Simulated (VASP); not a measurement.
# AlN in VASP: notebook, part 2 of 2

VASP 6.6.1.

**3. Relaxation of the atoms, PBE (equal strain along all axes, cell held: +3.0 %)**

File INCAR:

```
SYSTEM = AlN
  PREC = Accurate
  ENCUT = 520
  EDIFF = 1E-6
  ISMEAR = 0
  SIGMA = 0.02
  LREAL = .False.
  LASPH = .True.
  NELM = 100
  ALGO = Normal
  ISIF = 2
  LWAVE = .False.
  LCHARG = .False.
  GGA = PE
  IBRION = 2
  NSW = 60
  EDIFFG = -0.008
```

File KPOINTS:

```
Automatic mesh
0
Gamma
  12 12 6
  0 0 0
```

File POSCAR:

```
AlN
1.0
    3.2241146724      0.0000000000      0.0000000000
   -1.6120573362      2.7921652110      0.0000000000
    0.0000000000      0.0000000000      5.1685846222
Al N
2 2
Direct
    0.6666666667      0.3333333333      0.4993721933
    0.3333333333      0.6666666667      0.9993721933
    0.6666666667      0.3333333333      0.8806278067
    0.3333333333      0.6666666667      0.3806278067
```

Potentials or basis: VASP PAW PBE potentials, release 64 (Al, N).

On the command line:

```bash
$ cat potpaw_PBE.64/Al/POTCAR potpaw_PBE.64/N/POTCAR > POTCAR
$ mpirun -np 1 vasp_std > vasp.out
```

OUTCAR:

```text
SYSTEM = AlN
   PREC = Accurate
   ENCUT = 520
   EDIFF = 1E-6
   ISMEAR = 0
   LREAL = .False.
   LASPH = .True.
   NELM = 100
   ISIF = 2
   GGA = PE
   IBRION = 2
   NSW = 60
   EDIFFG = -0.008

 ion  position               nearest neighbor table
   1  0.667  0.333  0.499-   4 1.96   4 1.96   4 1.96   3 1.97   2 3.18   2 3.18   2 3.18   2 3.18
                             2 3.18   2 3.18
   2  0.333  0.667  0.999-   3 1.96   3 1.96   3 1.96   4 1.97   1 3.18   1 3.18   1 3.18   1 3.18
                             1 3.18   1 3.18
   3  0.667  0.333  0.881-   2 1.96   2 1.96   2 1.96   1 1.97
   4  0.333  0.667  0.381-   1 1.96   1 1.96   1 1.96   2 1.97

  LATTYP: Found a hexagonal cell.
 ALAT       =     3.2241146724
 C/A-ratio  =     1.6031019822

  Lattice vectors:

 A1 = (   3.2241146724,   0.0000000000,   0.0000000000)
 A2 = (  -1.6120573362,   2.7921652110,   0.0000000000)
 A3 = (   0.0000000000,   0.0000000000,   5.1685846222)

Analysis of symmetry for initial positions (statically):
=====================================================================
 Subroutine PRICEL returns:
 Original cell was already a primitive cell.

 Routine SETGRP: Setting up the symmetry group for a
 hexagonal supercell.

 Subroutine GETGRP returns: Found 12 space group operations
 (whereof  6 operations were pure point group operations)
 out of a pool of 24 trial point group operations.

The static configuration has the point symmetry C_3v.
 The point group associated with its full space group is C_6v.

Analysis of symmetry for dynamics (positions and initial velocities):
=====================================================================
 Subroutine PRICEL returns:
 Original cell was already a primitive cell.

 Routine SETGRP: Setting up the symmetry group for a
 hexagonal supercell.

 Subroutine GETGRP returns: Found 12 space group operations
 (whereof  6 operations were pure point group operations)
 out of a pool of 24 trial point group operations.

The dynamic configuration has the point symmetry C_3v.
 The point group associated with its full space group is C_6v.

 Subroutine INISYM returns: Found 12 space group operations
 (whereof  6 operations are pure point group operations),
 and found     1 'primitive' translations

----------------------------------------------------------------------------------------

                                     Primitive cell

  volume of cell :      46.5289

  direct lattice vectors                    reciprocal lattice vectors
     3.224114672  0.000000000  0.000000000     0.310162665  0.179072498  0.000000000
    -1.612057336  2.792165211  0.000000000     0.000000000  0.358144997  0.000000000
     0.000000000  0.000000000  5.168584622     0.000000000  0.000000000  0.193476565

  length of vectors
     3.224114672  3.224114672  5.168584622     0.358144997  0.358144997  0.193476565

[... 131 lines left out ...]
  ---------------------------------------------------
  free energy    TOTEN  =       -29.58500430 eV

  energy without entropy =      -29.58500430  energy(sigma->0) =      -29.58500430

------------------------ aborting loop because EDIFF is reached ----------------------------------------

  FORCE on cell =-STRESS in cart. coord.  units (eV):
  Direction    XX          YY          ZZ          XY          YZ          ZX
  --------------------------------------------------------------------------------------
  -------------------------------------------------------------------------------------
  Total       -4.3567619     -4.3567619     -4.0400624      0.0000000     -0.0000000     -0.0000000
  in kB     -150.0207000   -150.0207000   -139.1154708      0.0000000     -0.0000000     -0.0000000
  external PRESSURE =    -146.3856236 kB  Pullay stress =       0.0000000 kB

 VOLUME and BASIS-vectors are now :
 -----------------------------------------------------------------------------
  energy-cutoff  :      520.00
  volume of cell :       46.53
      direct lattice vectors                 reciprocal lattice vectors
     3.224114672  0.000000000  0.000000000     0.310162665  0.179072498  0.000000000
    -1.612057336  2.792165211  0.000000000     0.000000000  0.358144997  0.000000000
     0.000000000  0.000000000  5.168584622     0.000000000  0.000000000  0.193476565

 POSITION                                       TOTAL-FORCE (eV/Angst)
 -----------------------------------------------------------------------------------
      1.61206      0.93072      2.58105         0.000000      0.000000      0.015336
     -0.00000      1.86144      5.16534        -0.000000      0.000000      0.015336
      1.61206      0.93072      4.55160        -0.000000      0.000000     -0.015336
     -0.00000      1.86144      1.96731         0.000000      0.000000     -0.015336
 -----------------------------------------------------------------------------------
    total drift:                                0.000000      0.000000     -0.000593

  FREE ENERGIE OF THE ION-ELECTRON SYSTEM (eV)
  ---------------------------------------------------
  free  energy   TOTEN  =       -29.5850042979 eV

  energy  without entropy=      -29.5850042979  energy(sigma->0) =      -29.58500430

--------------------------------------- Ionic step        2  -------------------------------------------

 number of electron      16.0000004 magnetization

 Free energy of the ion-electron system (eV)
  ---------------------------------------------------
  ext. energy  EPLUGINS =         0.00000000
  ---------------------------------------------------
  free energy    TOTEN  =       -29.58502993 eV

  energy without entropy =      -29.58502993  energy(sigma->0) =      -29.58502993

 E-fermi :   5.2748     XC(G=0): -10.4494

 val. band max:        5.1466178365   @ k =   0.0000   0.0000   0.0000
 cond. band min:       8.4456480456   @ k =   0.0000   0.0000   0.0000
 fundamental gap:      3.2990302091
 Fermi energy:         5.2748113364

 k-point     1 :       0.0000    0.0000    0.0000
  band No.  band energies     occupation
      1      -9.4059      2.00000
      2      -7.5807      2.00000
      3      -0.3736      2.00000
      4       4.3547      2.00000
      5       4.3547      2.00000
      6       4.9745      2.00000
      7       4.9745      2.00000
      8       5.1466      2.00000
      9       8.4456      0.00000
     10      10.9132      0.00000
     11      14.9111      0.00000
     12      15.5418      0.00000
[... 331 lines left out ...]
 k-point    24 :       0.3333   -0.0000    0.1667
  band No.  band energies     occupation
      1      -8.2601      2.00000
      2      -7.2288      2.00000
      3       0.5839      2.00000
      4       1.4485      2.00000
      5       2.0469      2.00000
      6       3.5190      2.00000
      7       4.4152      2.00000
      8       4.5405      2.00000
      9      10.5309      0.00000
     10      11.4047      0.00000
     11      12.8270      0.00000
     12      14.4672      0.00000

 [... further k-points ...]

------------------------ aborting loop because EDIFF is reached ----------------------------------------

  FORCE on cell =-STRESS in cart. coord.  units (eV):
  Direction    XX          YY          ZZ          XY          YZ          ZX
  --------------------------------------------------------------------------------------
  -------------------------------------------------------------------------------------
  Total       -4.3709094     -4.3709094     -4.0265560      0.0000000      0.0000000      0.0000000
  in kB     -150.5078532   -150.5078532   -138.6503910      0.0000000      0.0000000      0.0000000
  external PRESSURE =    -146.5553658 kB  Pullay stress =       0.0000000 kB

 VOLUME and BASIS-vectors are now :
 -----------------------------------------------------------------------------
  energy-cutoff  :      520.00
  volume of cell :       46.53
      direct lattice vectors                 reciprocal lattice vectors
     3.224114672  0.000000000  0.000000000     0.310162665  0.179072498  0.000000000
    -1.612057336  2.792165211  0.000000000     0.000000000  0.358144997  0.000000000
     0.000000000  0.000000000  5.168584622     0.000000000  0.000000000  0.193476565

 POSITION                                       TOTAL-FORCE (eV/Angst)
 -----------------------------------------------------------------------------------
      1.61206      0.93072      2.58179        -0.000000      0.000000      0.001198
     -0.00000      1.86144      5.16608         0.000000      0.000000      0.001198
      1.61206      0.93072      4.55086         0.000000      0.000000     -0.001198
     -0.00000      1.86144      1.96657         0.000000     -0.000000     -0.001198
 -----------------------------------------------------------------------------------
    total drift:                                0.000000      0.000000      0.000739

  FREE ENERGIE OF THE ION-ELECTRON SYSTEM (eV)
  ---------------------------------------------------
  free  energy   TOTEN  =       -29.5850299308 eV

  energy  without entropy=      -29.5850299308  energy(sigma->0) =      -29.58502993

 reached required accuracy - stopping structural energy minimisation
```

CONTCAR:

```text
AlN
   1.00000000000000
     3.2241146723999998    0.0000000000000000    0.0000000000000000
    -1.6120573361999999    2.7921652109999999    0.0000000000000000
     0.0000000000000000    0.0000000000000000    5.1685846222000000
  Al              N
     2     2
Direct
     0.6666666667000030    0.3333333332999970    0.4995153356238967
     0.3333333332999970    0.6666666667000030    0.9995153356238967
     0.6666666667000030    0.3333333332999970    0.8804846643760987
     0.3333333332999970    0.6666666667000030    0.3804846643760987

  0.00000000E+00  0.00000000E+00  0.00000000E+00
  0.00000000E+00  0.00000000E+00  0.00000000E+00
  0.00000000E+00  0.00000000E+00  0.00000000E+00
  0.00000000E+00  0.00000000E+00  0.00000000E+00
```

It took 41 s on 1 thread of Intel Xeon 8259CL, shared host; peak memory 0.18 GiB.

Results:

| Property | Result |
| --- | --- |
| Free energy | -29.5850 eV |
| Energy gained by relaxing | 0.0 meV/atom |
| Ionic steps | 2 |
| Pressure after relaxing | -14.7 GPa |
| Band gap on the k mesh | 3.30 eV |

Final structure:
```cif
data_structure
_symmetry_space_group_name_H-M 'P 1'
_symmetry_Int_Tables_number 1
_cell_length_a 3.2241
_cell_length_b 3.2241
_cell_length_c 5.1686
_cell_angle_alpha 90.000
_cell_angle_beta 90.000
_cell_angle_gamma 120.000
_cell_volume 46.53
loop_
_atom_site_label
_atom_site_type_symbol
_atom_site_fract_x
_atom_site_fract_y
_atom_site_fract_z
_atom_site_occupancy
Al1 Al 0.66667 0.33333 0.49952 1
Al2 Al 0.33333 0.66667 0.99952 1
N1 N 0.66667 0.33333 0.88048 1
N2 N 0.33333 0.66667 0.38048 1
```

Levels at points of the mesh, in eV from the valence-band top:
| k point | band 5 | band 6 | band 7 | band 8 | band 9 | band 10 | band 11 | band 12 |
| --- | --- | --- | --- | --- | --- | --- | --- | --- |
| (0.00, 0.00, 0.00) | -0.79 | -0.17 | -0.17 | 0.00 | 3.30 | 5.77 | 9.76 | 10.40 |
| (0.50, 0.00, 0.00) | -3.09 | -1.92 | -1.61 | -0.64 | 5.46 | 5.56 | 7.28 | 9.51 |
| (0.00, 0.00, 0.50) | -0.49 | -0.49 | -0.49 | -0.49 | 5.57 | 5.57 | 9.47 | 9.47 |
| (0.50, 0.00, 0.50) | -1.35 | -1.35 | -1.26 | -1.26 | 4.95 | 4.95 | 8.60 | 8.60 |

Caveat: the cell differs from its parent crystal (equal strain along all axes, cell held: +3.0 %).

**4. Relaxation of the atoms, PBE (equal strain along all axes, cell held: +4.5 %)**

File INCAR:

```
PREC = Accurate ; ENCUT = 520
EDIFF = 1E-7 ; ISMEAR = 0
SIGMA = 0.02 ; LREAL = F
LASPH = T ; NELM = 100
ALGO = Normal ; ISIF = 2
LWAVE = F ; LCHARG = F
GGA = PE ; IBRION = 2
NSW = 60 ; EDIFFG = -0.008
```

File KPOINTS:

```
regular mesh
0
Gamma
  12 12 6
```

File POSCAR:

```
AlN
1.0
    3.2710677987      0.0000000000      0.0000000000
   -1.6355338993      2.8328278112      0.0000000000
    0.0000000000      0.0000000000      5.2438552721
Al N
2 2
Direct
    0.6666666667      0.3333333333      0.4995288840
    0.3333333333      0.6666666667      0.9995288840
    0.6666666667      0.3333333333      0.8804711160
    0.3333333333      0.6666666667      0.3804711160
```

On the command line:

```bash
$ cat potpaw_PBE.64/Al/POTCAR potpaw_PBE.64/N/POTCAR > POTCAR
$ mpirun -np 1 vasp_std > vasp.out
```

It took 44 s on 1 thread of Intel Xeon 8259CL, shared host; peak memory 0.18 GiB.

The run converged. Its results:

```yaml
Free_energy: -29.3622 eV
Energy_gained_by_relaxing: 0.0 meV/atom
Ionic_steps: 2
Pressure_after_relaxing: -19.9 GPa
Largest_force_after_relaxing: 0.003 eV/Å
Band_gap_on_the_k_mesh: 2.95 eV
```

Forces in eV/Å, atoms in the order of the input:
```
Al   0.000  0.000  0.003
Al   0.000  0.000  0.003
N    0.000  0.000 -0.003
N    0.000  0.000 -0.003
```

Stress tensor (GPa, compression positive):
```
-20.40   0.00   0.00
  0.00 -20.40   0.00
  0.00   0.00 -18.89
```

Final structure:
```
Al N
1.0
     3.27107    0.00000    0.00000
    -1.63553    2.83283    0.00000
     0.00000    0.00000    5.24386
Al N
2 2
Cartesian
  1.6355 0.9443 2.6202
  0.0000 1.8886 5.2421
  1.6355 0.9443 4.6163
  0.0000 1.8886 1.9944
```

Levels at points of the mesh, in eV from the valence-band top:
```tsv
k point	band 4	band 5	band 6	band 7	band 8	band 9	band 10	band 11	band 12
(0.00, 0.00, 0.00)	-0.76	-0.76	-0.16	-0.16	0.00	2.95	5.42	9.44	10.09
(0.50, 0.00, 0.00)	-3.83	-2.99	-1.86	-1.55	-0.62	5.32	5.46	6.93	9.19
(0.00, 0.00, 0.50)	-3.10	-0.47	-0.47	-0.47	-0.47	5.22	5.22	9.15	9.15
(0.50, 0.00, 0.50)	-5.03	-1.30	-1.30	-1.22	-1.22	4.80	4.80	8.32	8.32
```

Caveat: the cell differs from its parent crystal (equal strain along all axes, cell held: +4.5 %).

**5. The runs side by side**

| cell | gap on the mesh (eV) | pressure (GPa) |
| --- | --- | --- |
| atoms relaxed from a = 3.130, b = 3.130, c = 5.020 Å, angles 90.9, 88.3, 120.0°, 4 atoms, atomic positions A | 4.00 | -0.3 |
| atoms relaxed from a = 3.224, b = 3.224, c = 5.169 Å, angles 90.0, 90.0, 120.0°, 4 atoms, atomic positions B | 3.30 | -14.7 |
| atoms relaxed from a = 3.271, b = 3.271, c = 5.244 Å, angles 90.0, 90.0, 120.0°, 4 atoms, atomic positions C | 2.95 | -19.9 |

Alike in all rows: task relaxation of the atoms; level PBE; potentials or basis VASP PAW PBE potentials, release 64 (Al, N); no spin polarisation; k mesh 12 × 12 × 6; cutoff (eV) 520; smearing gaussian 0.02 eV.

Total energies depend on the potentials used, so only differences within one code and one set of settings carry meaning.
